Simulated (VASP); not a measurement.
# YSbS5 (P4/mmm) in VASP: notebook

Runs on YSbS5. Level: PBE. Tasks: single point, relaxation of cell and atoms.

Everything below comes from runs of VASP 6.6.1. Logs are shortened: lines on timing, memory, paths and dates and some standing lists are left out, and cuts for length are marked.

## Step 1: The cell of the first run

Symmetry: P4/mmm, No. 123, tetragonal system. The conventional cell has a = 4.456 Å, b = 4.456 Å, c = 8.003 Å, α = 90.00°, β = 90.00°, γ = 90.00°. Y (site symmetry 4/mmm) has 8 S at 2.76 Å within 3.6 Å. Sb (site symmetry 4/mmm) has 12 S at 3.15 to 3.26 Å within 4.1 Å. Within 4.1 Å of S (site symmetry 4/mmm) lie 4 Sb at 3.15 Å and 8 S at 3.26 Å and 2 Y at 4.00 Å. S (site symmetry 2mm) has 2 Y at 2.76 Å and 7 S at 3.15 to 3.26 Å and 2 Sb at 3.26 Å within 3.6 Å.

## Step 2: Single point, PBE

INCAR reads:

```
ALGO = Normal
EDIFF = 1E-7
ENCUT = 520
GGA = PE
ISIF = 2
ISMEAR = 0
LASPH = T
LCHARG = T
LELF = T
LREAL = F
LVHAR = T
LWAVE = F
NBANDS = 32
NELM = 80
PREC = Accurate
SIGMA = 0.1
```

KPOINTS reads:

```
k-points
0
Gamma
  4 4 2
```

POSCAR reads:

```
YSbS5
1.0
    4.4556692400      0.0000000000      0.0000000000
    0.0000000000      4.4556692400      0.0000000000
    0.0000000000      0.0000000000      8.0028752700
Y Sb S
1 1 5
Direct
    0.0000000000      0.0000000000      0.5000000000
    0.5000000000      0.5000000000      0.0000000000
    0.0000000000      0.0000000000      0.0000000000
    0.5000000000      0.0000000000      0.7029939900
    0.0000000000      0.5000000000      0.7029939900
    0.5000000000      0.0000000000      0.2970060100
    0.0000000000      0.5000000000      0.2970060100
```

Potentials or basis: VASP PAW PBE potentials, release 64 (Y_sv, Sb, S).

The run is started by

```bash
$ cat potpaw_PBE.64/Y_sv/POTCAR potpaw_PBE.64/Sb/POTCAR potpaw_PBE.64/S/POTCAR > POTCAR
$ mpirun -np 1 vasp_std > vasp.out
```

OUTCAR:

```text
EDIFF = 1E-7
   ENCUT = 520
   GGA = PE
   ISIF = 2
   ISMEAR = 0
   LASPH = T
   LREAL = F
   NELM = 80
   PREC = Accurate

 ion  position               nearest neighbor table
   1  0.000  0.000  0.500-   4 2.76   5 2.76   6 2.76   7 2.76   5 2.76   7 2.76   4 2.76   6 2.76

   2  0.500  0.500  0.000-   3 3.15   3 3.15   3 3.15   3 3.15   7 3.26   4 3.26   4 3.26   6 3.26
                             5 3.26   5 3.26   7 3.26   6 3.26
   3  0.000  0.000  0.000-   2 3.15   2 3.15   2 3.15   2 3.15
   4  0.500  0.000  0.703-   1 2.76   1 2.76   2 3.26   2 3.26
   5  0.000  0.500  0.703-   1 2.76   1 2.76   2 3.26   2 3.26
   6  0.500  0.000  0.297-   1 2.76   1 2.76   2 3.26   2 3.26
   7  0.000  0.500  0.297-   1 2.76   1 2.76   2 3.26   2 3.26

  LATTYP: Found a simple tetragonal cell.
 ALAT       =     4.4556692400
 C/A-ratio  =     1.7961107162

  Lattice vectors:

 A1 = (   4.4556692400,   0.0000000000,   0.0000000000)
 A2 = (   0.0000000000,   4.4556692400,   0.0000000000)
 A3 = (   0.0000000000,   0.0000000000,   8.0028752700)

Analysis of symmetry for initial positions (statically):
=====================================================================
 Subroutine PRICEL returns:
 Original cell was already a primitive cell.

 Routine SETGRP: Setting up the symmetry group for a
 simple tetragonal supercell.

 Subroutine GETGRP returns: Found 16 space group operations
 (whereof 16 operations were pure point group operations)
 out of a pool of 16 trial point group operations.

The static configuration has the point symmetry D_4h.

Analysis of symmetry for dynamics (positions and initial velocities):
=====================================================================
 Subroutine PRICEL returns:
 Original cell was already a primitive cell.

 Routine SETGRP: Setting up the symmetry group for a
 simple tetragonal supercell.

 Subroutine GETGRP returns: Found 16 space group operations
 (whereof 16 operations were pure point group operations)
 out of a pool of 16 trial point group operations.

The dynamic configuration has the point symmetry D_4h.

 Subroutine INISYM returns: Found 16 space group operations
 (whereof 16 operations are pure point group operations),
 and found     1 'primitive' translations

----------------------------------------------------------------------------------------

                                     Primitive cell

  volume of cell :     158.8810

  direct lattice vectors                    reciprocal lattice vectors
     4.455669240  0.000000000  0.000000000     0.224433176  0.000000000  0.000000000
     0.000000000  4.455669240  0.000000000     0.000000000  0.224433176  0.000000000
     0.000000000  0.000000000  8.002875270     0.000000000  0.000000000  0.124955090

  length of vectors
     4.455669240  4.455669240  8.002875270     0.224433176  0.224433176  0.124955090

  position of ions in fractional coordinates (direct lattice)
     0.000000000  0.000000000  0.500000000
     0.500000000  0.500000000  0.000000000
     0.000000000  0.000000000  0.000000000
     0.500000000  0.000000000  0.702993990
     0.000000000  0.500000000  0.702993990
     0.500000000  0.000000000  0.297006010
     0.000000000  0.500000000  0.297006010

  ion indices of the primitive-cell ions
   primitive index   ion index
                 1           1
                 2           2
                 3           3
                 4           4
                 5           5
                 6           6
                 7           7

----------------------------------------------------------------------------------------

 KPOINTS: k-points

Automatic generation of k-mesh.
 Grid dimensions read from file:
 generate k-points for:    4    4    2

 Generating k-lattice:

  Cartesian coordinates                     Fractional coordinates (reciprocal lattice)
     0.056108294  0.000000000  0.000000000     0.250000000  0.000000000  0.000000000
     0.000000000  0.056108294  0.000000000     0.000000000  0.250000000  0.000000000
[... 47 lines left out ...]
   LORBIT       =      0    0 simple, 1 ext, 2 COOP (PROOUT), +10 PAW based schemes
   GGA     = PE    functional components
   LHFCALC =     F    Hartree Fock is set to
   AEXX    =    0.0000 exact exchange contribution
   IVDW    =     0    specifies the selected vdW correction
   LEPSILON=     F    determine dielectric tensor
   LRPA    =     F    only Hartree local field effects (RPA)
 non-spin polarized calculation
 Gauss-broadening in eV      SIGMA  =   0.10
  energy-cutoff  :      520.00
  volume of cell :      158.88
 maximum number of plane-waves:      4294
 NGX is ok and might be reduce to    36
   NGX = 17   NGY = 17   NGZ = 29

 number of electron      46.0000006 magnetization

 Free energy of the ion-electron system (eV)
  ---------------------------------------------------
  ext. energy  EPLUGINS =         0.00000000
  ---------------------------------------------------
  free energy    TOTEN  =       -31.70685266 eV

  energy without entropy =      -31.67385011  energy(sigma->0) =      -31.69035138

 E-fermi :   4.3678     XC(G=0):  -9.7727

 val. band max:        4.3400128074   @ k =   0.5000   0.2500   0.0000
 cond. band min:       4.3918945062   @ k =   0.5000   0.5000   0.5000
 fundamental gap:      0.0518816988
 Fermi energy:         4.3678003794

 k-point     1 :       0.0000    0.0000    0.0000
  band No.  band energies     occupation
      1     -37.1004      2.00000
      2     -17.2188      2.00000
      3     -17.1544      2.00000
      4     -17.1544      2.00000
      5      -9.0658      2.00000
      6      -7.9222      2.00000
[... 24 lines left out ...]
     31       9.2894      0.00000
     32       9.9460      0.00000

 k-point     2 :       0.2500    0.0000    0.0000
  band No.  band energies     occupation
      1     -37.0995      2.00000
      2     -17.2073      2.00000
      3     -17.2006      2.00000
      4     -17.1525      2.00000
      5      -8.7310      2.00000
      6      -7.7494      2.00000
[... 24 lines left out ...]
     31      10.0941      0.00000
     32      10.2104      0.00000
[... 313 lines left out ...]
     31       9.9780      0.00000
     32       9.9964      0.00000

 k-point    12 :       0.5000    0.5000    0.5000
  band No.  band energies     occupation
      1     -37.0967      2.00000
      2     -17.2408      2.00000
      3     -17.2408      2.00000
      4     -17.1737      2.00000
      5      -7.2930      2.00000
      6      -7.2930      2.00000
[... 24 lines left out ...]
     31       9.8713      0.00000
     32       9.8713      0.00000

------------------------ aborting loop because EDIFF is reached ----------------------------------------

  FORCE on cell =-STRESS in cart. coord.  units (eV):
  Direction    XX          YY          ZZ          XY          YZ          ZX
  --------------------------------------------------------------------------------------
  -------------------------------------------------------------------------------------
  Total       -3.6138716     -3.6138716     -2.1608570      0.0000000      0.0000000      0.0000000
  in kB      -36.4427687    -36.4427687    -21.7903732      0.0000000      0.0000000      0.0000000
  external PRESSURE =     -31.5586368 kB  Pullay stress =       0.0000000 kB

 VOLUME and BASIS-vectors are now :
 -----------------------------------------------------------------------------
  energy-cutoff  :      520.00
  volume of cell :      158.88
      direct lattice vectors                 reciprocal lattice vectors
     4.455669240  0.000000000  0.000000000     0.224433176  0.000000000  0.000000000
     0.000000000  4.455669240  0.000000000     0.000000000  0.224433176  0.000000000
     0.000000000  0.000000000  8.002875270     0.000000000  0.000000000  0.124955090

 POSITION                                       TOTAL-FORCE (eV/Angst)
 -----------------------------------------------------------------------------------
      0.00000      0.00000      4.00144         0.000000     -0.000000     -0.000000
      2.22783      2.22783      0.00000         0.000000     -0.000000     -0.000000
      0.00000      0.00000      0.00000         0.000000     -0.000000     -0.000000
      2.22783      0.00000      5.62597         0.000000     -0.000000      0.539665
      0.00000      2.22783      5.62597         0.000000      0.000000      0.539665
      2.22783      0.00000      2.37690         0.000000     -0.000000     -0.539665
      0.00000      2.22783      2.37690        -0.000000      0.000000     -0.539665
 -----------------------------------------------------------------------------------
    total drift:                                0.000000      0.000000      0.000000

  FREE ENERGIE OF THE ION-ELECTRON SYSTEM (eV)
  ---------------------------------------------------
  free  energy   TOTEN  =       -31.7068526568 eV

  energy  without entropy=      -31.6738501126  energy(sigma->0) =      -31.69035138
```

Wall time 74 s (1 thread of Intel Xeon Platinum 8259CL at 2.50GHz (Skylake/Cascade Lake), shared host); peak memory 0.3 GiB.

Results:

| Property | Result |
| --- | --- |
| Free energy | -31.7069 eV |
| Pressure | -3.2 GPa |
| Largest force | 0.540 eV/Å |
| Band gap on the k mesh | zero (band 23 reaches 5.17 eV, above the bottom of band 24 at 3.92 eV) |

Forces on the atoms (eV/Å):
```
Y    0.000  0.000  0.000
Sb   0.000  0.000  0.000
S    0.000  0.000  0.000
S    0.000  0.000  0.540
S    0.000  0.000  0.540
S    0.000  0.000 -0.540
S    0.000  0.000 -0.540
```

Stress tensor (GPa, compression positive):
```
-3.64  0.00  0.00
 0.00 -3.64  0.00
 0.00  0.00 -2.18
```

Caveat: the k points lie up to 0.39 Å⁻¹ apart; spin-orbit coupling is left out, which moves the levels of the heavy elements.

## Step 3: Single point, PBE

This run uses another cell than the first one, of 24.28 Å³/atom, 1.070 times its volume.

INCAR reads:

```
SYSTEM = YSbS5
PREC     = Accurate       ! precision mode
ENCUT    = 520            ! plane-wave cutoff, eV
EDIFF    = 1E-7           ! SCF threshold, eV
ISMEAR   = 0              ! smearing method
SIGMA    = 0.1            ! smearing width, eV
LREAL    = .False.        ! projectors in reciprocal space
LASPH    = .True.         ! aspherical terms in the spheres
NELM     = 100            ! most SCF steps
ALGO     = Normal         ! electronic algorithm
ISIF     = 2              ! what is computed and relaxed
LWAVE    = .False.        ! write WAVECAR
LCHARG   = .False.        ! write CHGCAR
GGA      = PE             ! functional
NBANDS   = 32             ! bands
```

KPOINTS reads:

```
regular mesh
0
Gamma
  4 4 2
  0 0 0
```

POSCAR reads:

```
YSbS5
1.0
    3.8377406721      0.0000000000      0.0000000000
    0.0000000000      3.8377406721      0.0000000000
    0.0000000000      0.0000000000     11.5415791566
Y Sb S
1 1 5
Direct
    0.0000000000      0.0000000000      0.5000000000
    0.5000000000      0.5000000000      0.0000000000
    0.0000000000      0.0000000000      0.0000000000
    0.5000000000      0.0000000000      0.6732791579
    0.0000000000      0.5000000000      0.6732791579
    0.5000000000      0.0000000000      0.3267208421
    0.0000000000      0.5000000000      0.3267208421
```

Potentials or basis: VASP PAW PBE potentials, release 64 (Y_sv, Sb, S).

The run is started by

```bash
$ cat potpaw_PBE.64/Y_sv/POTCAR potpaw_PBE.64/Sb/POTCAR potpaw_PBE.64/S/POTCAR > POTCAR
$ mpirun -np 1 vasp_std > vasp.out
```

It took 1.8 min on 1 thread of Intel Xeon Platinum 8259CL at 2.50GHz (Skylake/Cascade Lake), shared host; peak memory 0.31 GiB.

The run converged. Its results:

```
Free energy            : -33.3993 eV
Pressure               : -0.1 GPa
Largest force          : 0.013 eV/Å
Band gap on the k mesh : zero (band 23 reaches 5.63 eV, above the bottom of band 24 at 2.74 eV)
```

Forces in eV/Å, atoms in the order of the input:
```
Y    0.000  0.000  0.000
Sb   0.000  0.000  0.000
S    0.000  0.000  0.000
S    0.000  0.000 -0.013
S    0.000  0.000 -0.013
S    0.000  0.000  0.013
S    0.000  0.000  0.013
```

Stress tensor (GPa, compression positive):
```
-0.30  0.00  0.00
 0.00 -0.30  0.00
 0.00  0.00  0.18
```

Levels at points of the mesh, in eV from the Fermi level:
```
           k point  band 20  band 21  band 22  band 23  band 24  band 25
(0.00, 0.00, 0.00)    -2.11    -0.40     0.47     1.28     1.28     1.53
(0.50, 0.00, 0.00)    -2.00    -1.90    -1.79    -1.63    -1.59    -0.56
(0.50, 0.50, 0.00)    -2.32    -2.01     0.16     0.89     1.99     2.68
(0.00, 0.00, 0.50)    -2.11    -0.40     0.49     1.28     1.28     1.66
(0.50, 0.00, 0.50)    -2.26    -2.00    -1.81    -1.69    -1.61    -0.55
(0.50, 0.50, 0.50)    -2.35    -2.02     0.01     1.12     1.99     2.68
```

Caveat: the k points lie up to 0.41 Å⁻¹ apart; spin-orbit coupling is left out, which moves the levels of the heavy elements; this functional lacks dispersion, which binds the layers, so the pressure and a relaxed spacing across them are unreliable.

## Step 4: Relaxation of cell and atoms, PBE

INCAR reads:

```
SYSTEM = YSbS5
ALGO = Normal ; EDIFF = 1E-6
EDIFFG = -0.04 ; ENCUT = 600
GGA = PE ; IBRION = 2
ISIF = 3 ; ISMEAR = 0
LASPH = .True. ; LCHARG = .False.
LREAL = .False. ; LWAVE = .False.
NELM = 100 ; NSW = 90
PREC = Accurate ; SIGMA = 0.1
```

KPOINTS reads:

```
k-points
0
Gamma
  4 4 2
  0 0 0
```

POSCAR reads:

```
YSbS5
1.0
    4.4556692400      0.0000000000      0.0000000000
    0.0000000000      4.4556692400      0.0000000000
    0.0000000000      0.0000000000      8.0028752700
Y Sb S
1 1 5
Direct
    0.0000000000      0.0000000000      0.5000000000
    0.5000000000      0.5000000000      0.0000000000
    0.0000000000      0.0000000000      0.0000000000
    0.5000000000      0.0000000000      0.7029939900
    0.0000000000      0.5000000000      0.7029939900
    0.5000000000      0.0000000000      0.2970060100
    0.0000000000      0.5000000000      0.2970060100
```

The run is started by

```bash
$ cat potpaw_PBE.64/Y_sv/POTCAR potpaw_PBE.64/Sb/POTCAR potpaw_PBE.64/S/POTCAR > POTCAR
$ mpirun -np 1 vasp_std > vasp.out
```

Wall time 19 min (1 thread of Intel Xeon Platinum 8259CL at 2.50GHz (Skylake/Cascade Lake), shared host); peak memory 0.33 GiB.

The run converged. Its results:

| Item | Value |
| --- | --- |
| Free energy | -33.2658 eV |
| Relaxed volume | 22.67 Å³/atom |
| Relaxed cell | a = 3.858 Å, b = 3.858 Å, c = 10.659 Å, α = 90.00°, β = 90.00°, γ = 90.00° |
| Space group after relaxing (to 0.05 Å) | P4/mmm (No. 123) |
| Energy gained by relaxing | 222.6 meV/atom |
| Ionic steps | 28 |
| Pressure after relaxing | 0.1 GPa |
| Largest force after relaxing | 0.007 eV/Å |
| Band gap on the k mesh | zero (band 23 reaches 6.45 eV, above the bottom of band 24 at 3.36 eV) |

Forces on the atoms (eV/Å):
```
Y    0.000  0.000  0.000
Sb   0.000  0.000  0.000
S    0.000  0.000  0.000
S    0.000  0.000 -0.007
S    0.000  0.000 -0.007
S    0.000  0.000  0.007
S    0.000  0.000  0.007
```

Stress tensor (GPa, compression positive):
```
0.03 0.00 0.00
0.00 0.03 0.00
0.00 0.00 0.16
```

Step by step:
| step | energy change (eV) | largest force (eV/Å) | pressure (GPa) | volume (Å³) |
| --- | --- | --- | --- | --- |
| 1 | 0.0000 | 0.5400 | -3.13 | 158.88 |
| 2 | -0.1628 | 0.6400 | 0.51 | 148.88 |
| 3 | -0.1684 | 0.6565 | 1.45 | 146.78 |
| 4 | -0.3195 | 0.3996 | 1.39 | 145.38 |
| 5 | -0.4748 | 0.8247 | 1.54 | 140.89 |
| 6 | -0.5047 | 0.3971 | 1.35 | 142.45 |
| 7 | -0.6265 | 0.6809 | 0.16 | 143.37 |
| 8 | -0.7134 | 1.0918 | -1.87 | 144.84 |
| 9 | -0.8476 | 1.0897 | -0.81 | 142.16 |
| 10 | -0.8530 | 1.0979 | -0.47 | 141.58 |
| 11 | -1.0186 | 0.8532 | 0.48 | 140.42 |
| 12 | -1.1793 | 0.0535 | 4.01 | 137.25 |
| 13 | -1.2687 | 0.0417 | 2.57 | 140.62 |
| 14 | -1.3351 | 0.2345 | 0.18 | 147.86 |
| 15 | -1.4172 | 0.0704 | -0.23 | 149.12 |
| 16 | -1.4851 | 0.2558 | -0.82 | 151.52 |
| 17 | -1.4987 | 0.1884 | 0.30 | 149.76 |
| 18 | -1.4992 | 0.1729 | 0.55 | 149.39 |
| 19 | -1.5088 | 0.1256 | 0.54 | 149.99 |
| 20 | -1.5257 | 0.0186 | 0.59 | 151.81 |
| 21 | -1.5276 | 0.0872 | 0.63 | 152.68 |
| 22 | -1.5361 | 0.0459 | 0.16 | 154.36 |
| 23 | -1.5428 | 0.0308 | -0.65 | 157.56 |
| 24 | -1.5519 | 0.0570 | -0.42 | 157.97 |
| 25 | -1.5557 | 0.0838 | -0.11 | 158.42 |
| 26 | -1.5570 | 0.0451 | 0.11 | 158.19 |
| 27 | -1.5573 | 0.0228 | 0.25 | 158.05 |
| 28 | -1.5582 | 0.0069 | 0.07 | 158.67 |

Final structure:
```cif
data_structure
_symmetry_space_group_name_H-M 'P 1'
_symmetry_Int_Tables_number 1
_cell_length_a 3.8583
_cell_length_b 3.8583
_cell_length_c 10.6588
_cell_angle_alpha 90.000
_cell_angle_beta 90.000
_cell_angle_gamma 90.000
_cell_volume 158.67
loop_
_atom_site_label
_atom_site_type_symbol
_atom_site_fract_x
_atom_site_fract_y
_atom_site_fract_z
_atom_site_occupancy
Y1 Y 0.00000 0.00000 0.50000 1
Sb1 Sb 0.50000 0.50000 0.00000 1
S1 S 0.00000 0.00000 0.00000 1
S2 S 0.50000 0.00000 0.68662 1
S3 S 0.00000 0.50000 0.68662 1
S4 S 0.50000 0.00000 0.31338 1
S5 S 0.00000 0.50000 0.31338 1
```

Levels at points of the mesh, in eV from the Fermi level:
| k point | band 20 | band 21 | band 22 | band 23 | band 24 | band 25 |
| --- | --- | --- | --- | --- | --- | --- |
| (0.00, 0.00, 0.00) | -2.16 | -0.47 | 0.59 | 1.22 | 1.22 | 1.42 |
| (0.50, 0.00, 0.00) | -1.99 | -1.83 | -1.77 | -1.69 | -1.32 | -0.43 |
| (0.50, 0.50, 0.00) | -2.30 | -1.93 | -0.03 | 0.97 | 1.89 | 2.59 |
| (0.00, 0.00, 0.50) | -2.15 | -0.50 | 0.51 | 1.22 | 1.22 | 1.63 |
| (0.50, 0.00, 0.50) | -2.02 | -2.00 | -1.88 | -1.75 | -1.66 | -0.42 |
| (0.50, 0.50, 0.50) | -2.44 | -1.98 | -0.31 | 1.42 | 1.89 | 2.59 |

Caveat: the k points lie up to 0.41 Å⁻¹ apart in the final cell; spin-orbit coupling is left out, which moves the levels of the heavy elements; this functional lacks dispersion, which binds the layers, so the pressure and a relaxed spacing across them are unreliable.

## Step 5: Summary

```tsv
task	cell	cutoff (eV)	gap on the mesh (eV)	pressure (GPa)	largest force (eV/Å)
single point	a = 4.456, b = 4.456, c = 8.003 Å, 7 atoms	520	none	-3.2	0.54
single point	a = 3.838, b = 3.838, c = 11.542 Å, 7 atoms	520	none	-0.1	0.01
relaxation of cell and atoms	relaxed from a = 4.456, b = 4.456, c = 8.003 Å, 7 atoms	600	none	0.1	0.01
```

Alike in all rows: level PBE; potentials or basis VASP PAW PBE potentials, release 64 (Y_sv, Sb, S); no spin polarisation; k mesh 4 × 4 × 2; smearing gaussian 0.1 eV.

Caveats: all runs use coarse meshes; spin-orbit coupling is left out, which moves the levels of the heavy elements; this functional lacks dispersion, which binds the layers, so the pressure and a relaxed spacing across them are unreliable (some runs).

Absolute energies hang on the potentials; compare differences alone.
